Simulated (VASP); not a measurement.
# Se (Im-3m) in VASP: relaxation of cell and atoms with r2SCAN+rVV10

Aim: the relaxation of cell and atoms of Se with r2SCAN+rVV10.

Program: VASP 6.6.1. These are calculated values, not measurements. Logs are shortened: lines on timing, memory, paths and dates and some standing lists are left out, and cuts for length are marked.

**1. The cell of the first run**

Symmetry: Im-3m, No. 229, cubic system. The conventional cell has a = 3.419 Å, b = 3.419 Å, c = 3.419 Å, α = 90.00°, β = 90.00°, γ = 90.00°. Within 3.9 Å of Se (site symmetry m-3m) lie 14 Se at 2.96 to 3.42 Å.

This isn't the form of Se at room conditions, which is trigonal, of chains.

**2. Relaxation of cell and atoms, r2SCAN+rVV10, target pressure 1e-06 GPa, at which the enthalpy is minimised**

The input, POSCAR:

```
Se
1.0
   -1.7096586644      1.7096586644      1.7096586644
    1.7096586644     -1.7096586644      1.7096586644
    1.7096586644      1.7096586644     -1.7096586644
Se
1
Direct
    0.0000000000      0.0000000000      0.0000000000
```

The input, INCAR.step1:

```
PREC     = Accurate       # precision mode
ENCUT    = 550            # plane-wave cutoff, eV
ISMEAR   = 0              # smearing method
SIGMA    = 0.1            # smearing width, eV
LREAL    = False          # projectors in reciprocal space
LASPH    = True           # aspherical terms in the spheres
NELM     = 120            # most SCF steps
GGA      = PE             # functional
ALGO     = Normal         # electronic algorithm
EDIFF    = 1E-5           # SCF threshold, eV
LWAVE    = True           # write WAVECAR
LCHARG   = False          # write CHGCAR
GGA_COMPAT= False        
IBRION   = 2              # ionic algorithm
ISIF     = 3              # what is computed and relaxed
EDIFFG   = -0.005         # ionic threshold
NELMIN   = 4            
NSW      = 100            # ionic steps
```

The input, INCAR.step2:

```
PREC     = Accurate       # precision mode
ENCUT    = 550            # plane-wave cutoff, eV
EDIFF    = 1E-7           # SCF threshold, eV
ISMEAR   = 0              # smearing method
SIGMA    = 0.1            # smearing width, eV
LREAL    = False          # projectors in reciprocal space
LASPH    = True           # aspherical terms in the spheres
NELM     = 120            # most SCF steps
ALGO     = Normal         # electronic algorithm
ISIF     = 3              # what is computed and relaxed
LWAVE    = False          # write WAVECAR
LCHARG   = False          # write CHGCAR
METAGGA  = R2SCAN         # meta-GGA
LMIXTAU  = True         
LUSE_VDW = True         
IVDW_NL  = 2            
BPARAM   = 11.95        
CPARAM   = 0.0093       
IBRION   = 2              # ionic algorithm
NSW      = 70             # ionic steps
EDIFFG   = -0.004         # ionic threshold
PSTRESS  = 9.999999999999999e-06
ISTART   = 1            
GGA_COMPAT= False        
NELMIN   = 4
```

The input, KPOINTS:

```
regular mesh
0
Gamma
  20 20 20
```

Potentials or basis: VASP PAW PBE potentials, release 64 (Se).

Command:

```console
> cat potpaw_PBE.64/Se/POTCAR > POTCAR
> cp INCAR.step1 INCAR
> mpirun -np 1 vasp_std > vasp.out
> cp INCAR.step2 INCAR
> mpirun -np 1 vasp_std > vasp.out
```

OUTCAR:

```text
PREC = Accurate
   ENCUT = 550
   EDIFF = 1E-7
   ISMEAR = 0
   LREAL = False
   LASPH = True
   NELM = 120
   ISIF = 3
   METAGGA = R2SCAN
   IVDW_NL = 2
   BPARAM = 11.95
   IBRION = 2
   NSW = 70
   EDIFFG = -0.004
   PSTRESS = 9.999999999999999e-06
   ISTART = 1
   NELMIN = 4

 ion  position               nearest neighbor table
   1  0.000  0.000  0.000-

  LATTYP: Found a body centered cubic cell.
 ALAT       =     3.4193173288

  Lattice vectors:

 A1 = (  -1.7096586644,   1.7096586644,   1.7096586644)
 A2 = (   1.7096586644,  -1.7096586644,   1.7096586644)
 A3 = (   1.7096586644,   1.7096586644,  -1.7096586644)

Analysis of symmetry for initial positions (statically):
=====================================================================
 Subroutine PRICEL returns:
 Original cell was already a primitive cell.

 Routine SETGRP: Setting up the symmetry group for a
 body centered cubic supercell.

 Subroutine GETGRP returns: Found 48 space group operations
 (whereof 48 operations were pure point group operations)
 out of a pool of 48 trial point group operations.

The static configuration has the point symmetry O_h .

Analysis of symmetry for dynamics (positions and initial velocities):
=====================================================================
 Subroutine PRICEL returns:
 Original cell was already a primitive cell.

 Routine SETGRP: Setting up the symmetry group for a
 body centered cubic supercell.

 Subroutine GETGRP returns: Found 48 space group operations
 (whereof 48 operations were pure point group operations)
 out of a pool of 48 trial point group operations.

The dynamic configuration has the point symmetry O_h .

 Subroutine INISYM returns: Found 48 space group operations
 (whereof 48 operations are pure point group operations),
 and found     1 'primitive' translations

----------------------------------------------------------------------------------------

                                     Primitive cell

  volume of cell :      19.9889

  direct lattice vectors                    reciprocal lattice vectors
    -1.709658664  1.709658664  1.709658664     0.000000000  0.292456038  0.292456038
     1.709658664 -1.709658664  1.709658664     0.292456038  0.000000000  0.292456038
     1.709658664  1.709658664 -1.709658664     0.292456038  0.292456038  0.000000000

  length of vectors
     2.961215670  2.961215670  2.961215670     0.413595296  0.413595296  0.413595296

  position of ions in fractional coordinates (direct lattice)
     0.000000000  0.000000000  0.000000000

  ion indices of the primitive-cell ions
   primitive index   ion index
                 1           1

----------------------------------------------------------------------------------------

 KPOINTS: regular mesh

Automatic generation of k-mesh.
 Grid dimensions read from file:
 generate k-points for:   20   20   20

 Generating k-lattice:

  Cartesian coordinates                     Fractional coordinates (reciprocal lattice)
     0.000000000  0.014622802  0.014622802     0.050000000  0.000000000  0.000000000
     0.014622802  0.000000000  0.014622802     0.000000000  0.050000000  0.000000000
     0.014622802  0.014622802  0.000000000     0.000000000  0.000000000  0.050000000

  Length of vectors
     0.020679765  0.020679765  0.020679765

  Shift w.r.t. Gamma in fractional coordinates (k-lattice)
     0.000000000  0.000000000  0.000000000

 Subroutine IBZKPT returns following result:
 ===========================================

 Found    256 irreducible k-points:

 Following reciprocal coordinates:
            Coordinates               Weight
  0.000000  0.000000  0.000000      1.000000
  0.050000  0.000000  0.000000     12.000000
  0.100000  0.000000  0.000000     12.000000
  0.150000  0.000000  0.000000     12.000000
  0.200000  0.000000  0.000000     12.000000
  0.250000  0.000000  0.000000     12.000000
[... 16 lines left out ...]
  0.200000  0.100000  0.000000     48.000000
  0.250000  0.100000  0.000000     48.000000
 [... further k-points ...]
   k-points           NKPTS =    256   k-points in BZ     NKDIM =    256   number of bands    NBANDS=      7
   number of dos      NEDOS =    301   number of ions     NIONS =      1
   total plane-waves  NPLWV =  13824
   dimension x,y,z NGX =    24 NGY =   24 NGZ =   24
   dimension x,y,z NGXF=    48 NGYF=   48 NGZF=   48
   ions per type =               1
   NGX,Y,Z   is equivalent  to a cutoff of  13.47, 13.47, 13.47 a.u.
   NGXF,Y,Z  is equivalent  to a cutoff of  26.95, 26.95, 26.95 a.u.
 SYSTEM =  unknown system
   PREC   = accura    normal or accurate (medium, high low for compatibility)
   ISTART =      1    job   : 0-new  1-cont  2-samecut
   ICHARG =      0    charge: 1-file 2-atom 10-const
   ISPIN  =      1    spin polarized calculation?
   LNONCOLLINEAR =      F non collinear calculations
   LSORBIT =      F    spin-orbit coupling
   LASPH  =      T    aspherical Exc in radial PAW
   ENCUT  =  550.0 eV  40.42 Ry    6.36 a.u.   5.66  5.66  5.66*2*pi/ulx,y,z
   NELM   =    120;   NELMIN=  4; NELMDL=  0     # of ELM steps
   EDIFF  = 0.1E-06   stopping-criterion for ELM
   LREAL  =      F    real-space projection
   EDIFFG = -.4E-02   stopping-criterion for IOM
   NSW    =     70    number of steps for IOM
   IBRION =      2    ionic relax: 0-MD 1-quasi-New 2-CG
   NFREE  =      1    steps in history (QN), initial steepest desc. (CG)
   ISIF   =      3    stress and relaxation
   ISYM   =      2    0-nonsym 1-usesym 2-fastsym
   POTIM  = 0.5000    time-step for ionic-motion
   TEBEG  =    0.0;   TEEND  =   0.0 temperature during run
   PSTRESS=    0.0 pullay stress
   NELECT =       6.0000    total number of electrons
   NUPDOWN=      -1.0000    fix difference up-down
   EMIN   =  10.00;   EMAX   =-10.00  energy-range for DOS
   EFERMI =   0.00;   METHOD = LEGACY
   ISMEAR =     0;   SIGMA  =   0.10  broadening in eV -4-tet -1-fermi 0-gaus
   EFERMI_NEDOS =   21; number of points for ismear=-14 and -15
   IALGO  =     38    algorithm
   IMIX   =      4    mixing-type and parameters
     AMIX     =   0.40;   BMIX     =  1.00
     AMIX_MAG =   1.60;   BMIX_MAG =  1.00
  volume/ion in A,a.u.               =      19.99       134.89
  Fermi-wavevector in a.u.,A,eV,Ry     =   1.096131  2.071387 16.347446  1.201503
  Thomas-Fermi vector in A             =   2.232468
   LORBIT       =      0    0 simple, 1 ext, 2 COOP (PROOUT), +10 PAW based schemes
   METAGGA = R2SCAN    functional components
   LHFCALC =     F    Hartree Fock is set to
   AEXX    =    0.0000 exact exchange contribution
   IVDW_NL    =     2    kernel type
   BPARAM     =11.9500
   IVDW    =     0    specifies the selected vdW correction
   LEPSILON=     F    determine dielectric tensor
   LRPA    =     F    only Hartree local field effects (RPA)
 conjugate gradient relaxation of ions
 non-spin polarized calculation
 Gauss-broadening in eV      SIGMA  =   0.10
  energy-cutoff  :      550.00
  volume of cell :       19.99
 maximum number of plane-waves:       604
   NGX = 11   NGY = 11   NGZ = 11

--------------------------------------- Ionic step        1  -------------------------------------------

 number of electron       5.9999999 magnetization

 Free energy of the ion-electron system (eV)
  ---------------------------------------------------
  ext. energy  EPLUGINS =         0.00000000
  ---------------------------------------------------
  free energy    TOTEN  =       -13.50983524 eV

  energy without entropy =      -13.50649769  energy(sigma->0) =      -13.50816646

------------------------ aborting loop because EDIFF is reached ----------------------------------------

  FORCE on cell =-STRESS in cart. coord.  units (eV):
  Direction    XX          YY          ZZ          XY          YZ          ZX
  --------------------------------------------------------------------------------------
  -------------------------------------------------------------------------------------
  Total        0.0241300      0.0241300      0.0241300      0.0000000      0.0000000      0.0000000
  in kB        1.9341016      1.9341016      1.9341016      0.0000000      0.0000000      0.0000000
  external PRESSURE =       1.9340916 kB  Pullay stress =       0.0000100 kB
[... 59 lines left out ...]
  enthalpy is  TOTEN    =       -13.5098560561 eV   P V=        0.0000001252

--------------------------------------- Ionic step        3  -------------------------------------------

 number of electron       5.9999999 magnetization

 Free energy of the ion-electron system (eV)
  ---------------------------------------------------
  ext. energy  EPLUGINS =         0.00000000
  ---------------------------------------------------
  free energy    TOTEN  =       -13.50986282 eV

  energy without entropy =      -13.50652110  energy(sigma->0) =      -13.50819196

 E-fermi :   5.4161     XC(G=0): -11.2010

 val. band max:        5.4014998579   @ k =  -0.2500   0.2500   0.2000
 cond. band min:       5.4193731594   @ k =  -0.4500  -0.4500   0.2000
 fundamental gap:      0.0178733015
 Fermi energy:         5.4161462394

 k-point     1 :       0.0000    0.0000    0.0000
  band No.  band energies     occupation
      1     -11.4624      2.00000
      2       8.6310      0.00000
      3       8.6310      0.00000
      4       8.6310      0.00000
      5      18.1007      0.00000
      6      18.4185      0.00000
      7      18.4185      0.00000
[... 221 lines left out ...]
 k-point    24 :       0.2500    0.1000    0.0000
  band No.  band energies     occupation
      1      -9.4205      2.00000
      2       1.8615      2.00000
      3       5.6609      0.00054
      4       7.5727      0.00000
      5      14.8738      0.00000
      6      15.9934      0.00000
      7      20.1111      0.00000

 [... further k-points ...]

------------------------ aborting loop because EDIFF is reached ----------------------------------------

  FORCE on cell =-STRESS in cart. coord.  units (eV):
  Direction    XX          YY          ZZ          XY          YZ          ZX
  --------------------------------------------------------------------------------------
  -------------------------------------------------------------------------------------
  Total        0.0001179      0.0001179      0.0001179     -0.0000000      0.0000000      0.0000000
  in kB        0.0094261      0.0094261      0.0094261     -0.0000000      0.0000000      0.0000000
  external PRESSURE =       0.0094161 kB  Pullay stress =       0.0000100 kB
[... 16 lines left out ...]
  FREE ENERGIE OF THE ION-ELECTRON SYSTEM (eV)
  ---------------------------------------------------
  free  energy   TOTEN  =       -13.5098628187 eV

  energy  without entropy=      -13.5065211020  energy(sigma->0) =      -13.50819196

  enthalpy is  TOTEN    =       -13.5098626937 eV   P V=        0.0000001251

 reached required accuracy - stopping structural energy minimisation
```

Run time: 3.3 min. Hardware: 1 thread of Intel Xeon Platinum 8488C (Sapphire Rapids), shared host; peak memory 0.25 GiB.

What came out:

- Free energy: -13.5099 eV
- Relaxed volume: 20.04 Å³/atom
- Relaxed cell: a = 2.964 Å, b = 2.964 Å, c = 2.964 Å, α = 109.47°, β = 109.47°, γ = 109.47°
- Space group after relaxing (to 0.1 Å): Im-3m (No. 229)
- Energy change on relaxing (the run minimises the enthalpy): -0.0 meV/atom
- Ionic steps: 3
- Pressure after relaxing: 0.0 GPa
- Band gap on the k mesh: zero (bands 3 and 4 overlap by 7.09 eV)

Final structure:
```
Se
1.0
    -1.71098    1.71098    1.71098
     1.71098   -1.71098    1.71098
     1.71098    1.71098   -1.71098
Se
1
Direct
  0.00000 0.00000 0.00000
```

Levels at points of the mesh, in eV from the Fermi level:
```tsv
k point	band 1	band 2	band 3	band 4	band 5	band 6	band 7
(0.00, 0.00, 0.00)	-16.88	3.21	3.21	3.21	12.68	13.00	13.00
(0.50, 0.00, 0.00)	-13.20	-6.95	0.01	2.37	7.69	8.85	18.83
(0.50, 0.50, 0.50)	-10.57	-3.45	-3.45	-3.45	4.66	4.66	23.87
```

Caveat: the cell is relaxed towards a set pressure, so the run minimises the enthalpy, not the energy; the PAW data sets were made with another functional, which shifts forces and pressure a little.
